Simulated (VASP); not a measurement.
# KCl (Pm-3m) in VASP: further runs

Runs on KCl. Level: PBE. Tasks: single point.

Program: VASP 6.6.1. These are calculated values, not measurements. Logs are shortened: lines on timing, memory, paths and dates and some standing lists are left out, and cuts for length are marked.

### Step 1. The cell of the first run

It takes space group Pm-3m (No. 221, cubic). The conventional cell has a = 3.658 Å, b = 3.658 Å, c = 3.658 Å, α = 90.00°, β = 90.00°, γ = 90.00°. Within 4.2 Å of K (site symmetry m-3m) lie 8 Cl at 3.17 Å and 6 K at 3.66 Å. Cl (site symmetry m-3m) has 8 K at 3.17 Å and 6 Cl at 3.66 Å within 4.2 Å.

### Step 2. Single point, PBE (24.48 Å³/atom)

Input file INCAR:

```
PREC = Accurate ; ENCUT = 500
EDIFF = 1E-6 ; ISMEAR = -1
SIGMA = 0.02 ; LREAL = F
LASPH = T ; NELM = 120
ALGO = Normal ; ISIF = 2
LWAVE = F ; LCHARG = F
GGA = PE ; NBANDS = 15
GGA_COMPAT = F
```

Input file KPOINTS:

```
regular mesh
0
Gamma
  7 7 7
```

Input file POSCAR:

```
KCl
1.0
    3.6580669265      0.0000000000      0.0000000000
    0.0000000000      3.6580669265      0.0000000000
    0.0000000000      0.0000000000      3.6580669265
K Cl
1 1
Direct
    0.0000000000      0.0000000000      0.0000000000
    0.5000000000      0.5000000000      0.5000000000
```

Potentials or basis: VASP PAW PBE potentials, release 64 (K_sv, Cl).

On the command line:

```bash
$ cat potpaw_PBE.64/K_sv/POTCAR potpaw_PBE.64/Cl/POTCAR > POTCAR
$ mpirun -np 1 vasp_std > vasp.out
```

OUTCAR:

```text
PREC = Accurate
   ENCUT = 500
   EDIFF = 1E-6
   ISMEAR = -1
   LREAL = F
   LASPH = T
   NELM = 120
   ISIF = 2
   GGA = PE

 ion  position               nearest neighbor table
   1  0.000  0.000  0.000-   2 3.17   2 3.17   2 3.17   2 3.17   2 3.17   2 3.17   2 3.17   2 3.17

   2  0.500  0.500  0.500-   1 3.17   1 3.17   1 3.17   1 3.17   1 3.17   1 3.17   1 3.17   1 3.17

  LATTYP: Found a simple cubic cell.
 ALAT       =     3.6580669265

  Lattice vectors:

 A1 = (   3.6580669265,   0.0000000000,   0.0000000000)
 A2 = (   0.0000000000,   3.6580669265,   0.0000000000)
 A3 = (   0.0000000000,   0.0000000000,   3.6580669265)

Analysis of symmetry for initial positions (statically):
=====================================================================
 Subroutine PRICEL returns:
 Original cell was already a primitive cell.

 Routine SETGRP: Setting up the symmetry group for a
 simple cubic supercell.

 Subroutine GETGRP returns: Found 48 space group operations
 (whereof 48 operations were pure point group operations)
 out of a pool of 48 trial point group operations.

The static configuration has the point symmetry O_h .

Analysis of symmetry for dynamics (positions and initial velocities):
=====================================================================
 Subroutine PRICEL returns:
 Original cell was already a primitive cell.

 Routine SETGRP: Setting up the symmetry group for a
 simple cubic supercell.

 Subroutine GETGRP returns: Found 48 space group operations
 (whereof 48 operations were pure point group operations)
 out of a pool of 48 trial point group operations.

The dynamic configuration has the point symmetry O_h .

 Subroutine INISYM returns: Found 48 space group operations
 (whereof 48 operations are pure point group operations),
 and found     1 'primitive' translations

----------------------------------------------------------------------------------------

                                     Primitive cell

  volume of cell :      48.9503

  direct lattice vectors                    reciprocal lattice vectors
     3.658066927  0.000000000  0.000000000     0.273368427  0.000000000  0.000000000
     0.000000000  3.658066927  0.000000000     0.000000000  0.273368427  0.000000000
     0.000000000  0.000000000  3.658066927     0.000000000  0.000000000  0.273368427

  length of vectors
     3.658066927  3.658066927  3.658066927     0.273368427  0.273368427  0.273368427

  position of ions in fractional coordinates (direct lattice)
     0.000000000  0.000000000  0.000000000
     0.500000000  0.500000000  0.500000000

  ion indices of the primitive-cell ions
   primitive index   ion index
                 1           1
                 2           2

----------------------------------------------------------------------------------------

 KPOINTS: regular mesh

Automatic generation of k-mesh.
 Grid dimensions read from file:
 generate k-points for:    7    7    7

 Generating k-lattice:

  Cartesian coordinates                     Fractional coordinates (reciprocal lattice)
     0.039052632  0.000000000  0.000000000     0.142857143  0.000000000  0.000000000
     0.000000000  0.039052632  0.000000000     0.000000000  0.142857143  0.000000000
     0.000000000  0.000000000  0.039052632     0.000000000  0.000000000  0.142857143

  Length of vectors
     0.039052632  0.039052632  0.039052632

  Shift w.r.t. Gamma in fractional coordinates (k-lattice)
     0.000000000  0.000000000  0.000000000

 Subroutine IBZKPT returns following result:
 ===========================================

 Found     20 irreducible k-points:

 Following reciprocal coordinates:
            Coordinates               Weight
  0.000000  0.000000  0.000000      1.000000
  0.142857  0.000000  0.000000      6.000000
  0.285714  0.000000  0.000000      6.000000
  0.428571  0.000000  0.000000      6.000000
  0.142857  0.142857  0.000000     12.000000
  0.285714  0.142857  0.000000     24.000000
[... 12 lines left out ...]
  0.428571  0.428571  0.285714     24.000000
  0.428571  0.428571  0.428571      8.000000
   k-points           NKPTS =     20   k-points in BZ     NKDIM =     20   number of bands    NBANDS=     15
   number of dos      NEDOS =    301   number of ions     NIONS =      2
   total plane-waves  NPLWV =  21952
   dimension x,y,z NGX =    28 NGY =   28 NGZ =   28
   dimension x,y,z NGXF=    56 NGYF=   56 NGZF=   56
   ions per type =               1   1
   NGX,Y,Z   is equivalent  to a cutoff of  12.72, 12.72, 12.72 a.u.
   NGXF,Y,Z  is equivalent  to a cutoff of  25.45, 25.45, 25.45 a.u.
 SYSTEM =  unknown system
   PREC   = accura    normal or accurate (medium, high low for compatibility)
   ISTART =      0    job   : 0-new  1-cont  2-samecut
   ICHARG =      2    charge: 1-file 2-atom 10-const
   ISPIN  =      1    spin polarized calculation?
   LNONCOLLINEAR =      F non collinear calculations
   LSORBIT =      F    spin-orbit coupling
   LASPH  =      T    aspherical Exc in radial PAW
   ENCUT  =  500.0 eV  36.75 Ry    6.06 a.u.   6.67  6.67  6.67*2*pi/ulx,y,z
   NELM   =    120;   NELMIN=  2; NELMDL= -5     # of ELM steps
   EDIFF  = 0.1E-05   stopping-criterion for ELM
   LREAL  =      F    real-space projection
   EDIFFG = 0.1E-04   stopping-criterion for IOM
   NSW    =      0    number of steps for IOM
   IBRION =     -1    ionic relax: 0-MD 1-quasi-New 2-CG
   NFREE  =      0    steps in history (QN), initial steepest desc. (CG)
   ISIF   =      2    stress and relaxation
   ISYM   =      2    0-nonsym 1-usesym 2-fastsym
   POTIM  = 0.5000    time-step for ionic-motion
   TEBEG  =    0.0;   TEEND  =   0.0 temperature during run
   PSTRESS=    0.0 pullay stress
   NELECT =      16.0000    total number of electrons
   NUPDOWN=      -1.0000    fix difference up-down
   EMIN   =  10.00;   EMAX   =-10.00  energy-range for DOS
   EFERMI =   0.00;   METHOD = LEGACY
   ISMEAR =    -1;   SIGMA  =   0.02  broadening in eV -4-tet -1-fermi 0-gaus
   EFERMI_NEDOS =   21; number of points for ismear=-14 and -15
   IALGO  =     38    algorithm
   IMIX   =      4    mixing-type and parameters
     AMIX     =   0.40;   BMIX     =  1.00
     AMIX_MAG =   1.60;   BMIX_MAG =  1.00
  volume/ion in A,a.u.               =      24.48       165.17
  Fermi-wavevector in a.u.,A,eV,Ry     =   1.127708  2.131058 17.302862  1.271724
  Thomas-Fermi vector in A             =   2.264395
   LORBIT       =      0    0 simple, 1 ext, 2 COOP (PROOUT), +10 PAW based schemes
   GGA     = PE    functional components
   LHFCALC =     F    Hartree Fock is set to
   AEXX    =    0.0000 exact exchange contribution
   IVDW    =     0    specifies the selected vdW correction
   LEPSILON=     F    determine dielectric tensor
   LRPA    =     F    only Hartree local field effects (RPA)
 non-spin polarized calculation
  energy-cutoff  :      500.00
  volume of cell :       48.95
 maximum number of plane-waves:      1265
 NGX is ok and might be reduce to    28
   NGX = 13   NGY = 13   NGZ = 13

 number of electron      15.9999995 magnetization

 Free energy of the ion-electron system (eV)
  ---------------------------------------------------
  ext. energy  EPLUGINS =         0.00000000
  ---------------------------------------------------
  free energy    TOTEN  =        -6.57514660 eV

  energy without entropy =       -6.57514660  energy(sigma->0) =       -6.57514660

 E-fermi :   0.3698     XC(G=0):  -8.7181

 val. band max:       -0.0810855602   @ k =   0.4286   0.4286   0.0000
 cond. band min:       5.4221410607   @ k =   0.0000   0.0000   0.0000
 fundamental gap:      5.5032266209
 Fermi energy:         0.3698173571

 k-point     1 :       0.0000    0.0000    0.0000
  band No.  band energies     occupation
      1     -27.8925      2.00000
      2     -12.9212      2.00000
      3     -11.2443      2.00000
      4     -11.2443      2.00000
      5     -11.2443      2.00000
      6      -0.2806      2.00000
      7      -0.2806      2.00000
      8      -0.2806      2.00000
      9       5.4221      0.00000
     10       6.3501      0.00000
     11       6.3501      0.00000
     12      10.9649      0.00000
     13      10.9649      0.00000
     14      10.9649      0.00000
     15      14.1293      0.00000

 k-point     2 :       0.1429    0.0000    0.0000
  band No.  band energies     occupation
      1     -27.8858      2.00000
      2     -12.9623      2.00000
      3     -11.2346      2.00000
      4     -11.2346      2.00000
      5     -11.2145      2.00000
      6      -0.7429      2.00000
      7      -0.2903      2.00000
      8      -0.2903      2.00000
      9       5.9360      0.00000
     10       6.5373      0.00000
     11       6.8788      0.00000
     12      10.8942      0.00000
     13      10.8942      0.00000
     14      11.0794      0.00000
     15      13.2777      0.00000

 k-point     3 :       0.2857    0.0000    0.0000
  band No.  band energies     occupation
      1     -27.8708      2.00000
      2     -13.0586      2.00000
      3     -11.2126      2.00000
      4     -11.2126      2.00000
      5     -11.1359      2.00000
      6      -1.5831      2.00000
      7      -0.3134      2.00000
      8      -0.3134      2.00000
      9       7.0354      0.00000
     10       7.0708      0.00000
     11       8.0901      0.00000
     12      10.8323      0.00000
     13      10.8323      0.00000
     14      11.3720      0.00000
     15      11.6872      0.00000

 k-point     4 :       0.4286    0.0000    0.0000
  band No.  band energies     occupation
      1     -27.8587      2.00000
      2     -13.1388      2.00000
      3     -11.1948      2.00000
      4     -11.1948      2.00000
      5     -11.0621      2.00000
      6      -2.1450      2.00000
      7      -0.3332      2.00000
      8      -0.3332      2.00000
      9       7.7651      0.00000
     10       8.1702      0.00000
     11       8.9489      0.00000
     12      10.3557      0.00000
     13      10.9255      0.00000
     14      10.9255      0.00000
     15      11.6584      0.00000
[... 235 lines left out ...]
 k-point    18 :       0.4286    0.2857    0.2857
  band No.  band energies     occupation
      1     -27.8201      2.00000
      2     -12.6292      2.00000
      3     -11.4528      2.00000
      4     -11.3848      2.00000
      5     -11.3619      2.00000
      6      -1.6214      2.00000
      7      -1.2500      2.00000
      8      -1.0291      2.00000
      9       7.9970      0.00000
     10       8.5173      0.00000
     11       8.7431      0.00000
     12      10.1332      0.00000
     13      10.1528      0.00000
     14      10.5905      0.00000
     15      13.3239      0.00000

 k-point    19 :       0.4286    0.4286    0.2857
  band No.  band energies     occupation
      1     -27.8096      2.00000
      2     -12.4774      2.00000
      3     -11.5196      2.00000
      4     -11.4857      2.00000
      5     -11.3732      2.00000
      6      -1.5863      2.00000
      7      -1.5802      2.00000
      8      -1.1504      2.00000
      9       7.8089      0.00000
     10       8.8275      0.00000
     11       8.9912      0.00000
     12       9.6118      0.00000
     13      10.9547      0.00000
     14      11.0105      0.00000
     15      13.1302      0.00000

 k-point    20 :       0.4286    0.4286    0.4286
  band No.  band energies     occupation
      1     -27.7993      2.00000
      2     -12.3808      2.00000
      3     -11.4882      2.00000
      4     -11.4875      2.00000
      5     -11.4875      2.00000
      6      -1.6670      2.00000
      7      -1.6670      2.00000
      8      -1.6052      2.00000
      9       8.7265      0.00000
     10       9.0807      0.00000
     11       9.0807      0.00000
     12      10.4887      0.00000
     13      10.5325      0.00000
     14      10.5325      0.00000
     15      13.0383      0.00000

------------------------ aborting loop because EDIFF is reached ----------------------------------------

  FORCE on cell =-STRESS in cart. coord.  units (eV):
  Direction    XX          YY          ZZ          XY          YZ          ZX
  --------------------------------------------------------------------------------------
  -------------------------------------------------------------------------------------
  Total        1.1548113      1.1548113      1.1548113      0.0000000      0.0000000      0.0000000
  in kB       37.7978125     37.7978125     37.7978125      0.0000000      0.0000000      0.0000000
  external PRESSURE =      37.7978125 kB  Pullay stress =       0.0000000 kB

 VOLUME and BASIS-vectors are now :
 -----------------------------------------------------------------------------
  energy-cutoff  :      500.00
  volume of cell :       48.95
      direct lattice vectors                 reciprocal lattice vectors
     3.658066927  0.000000000  0.000000000     0.273368427  0.000000000  0.000000000
     0.000000000  3.658066927  0.000000000     0.000000000  0.273368427  0.000000000
     0.000000000  0.000000000  3.658066927     0.000000000  0.000000000  0.273368427

 POSITION                                       TOTAL-FORCE (eV/Angst)
 -----------------------------------------------------------------------------------
      0.00000      0.00000      0.00000         0.000000      0.000000      0.000000
      1.82903      1.82903      1.82903         0.000000      0.000000      0.000000
 -----------------------------------------------------------------------------------
    total drift:                               -0.000000      0.000000      0.000000

  FREE ENERGIE OF THE ION-ELECTRON SYSTEM (eV)
  ---------------------------------------------------
  free  energy   TOTEN  =        -6.5751466042 eV

  energy  without entropy=       -6.5751466041  energy(sigma->0) =       -6.57514660
```

Run time: 14 s. Hardware: 1 thread of Intel Xeon 8259CL, shared host; peak memory 0.13 GiB.

Results:

```yaml
Free_energy: -6.5751 eV
Pressure: 3.8 GPa
Band_gap_on_the_k_mesh: 5.50 eV (least direct gap 5.70 eV)
```

Caveat: the cell stands under pressure; an odd mesh through Γ misses points on the zone boundary, where band edges can lie.

[end of part 1 of 2]
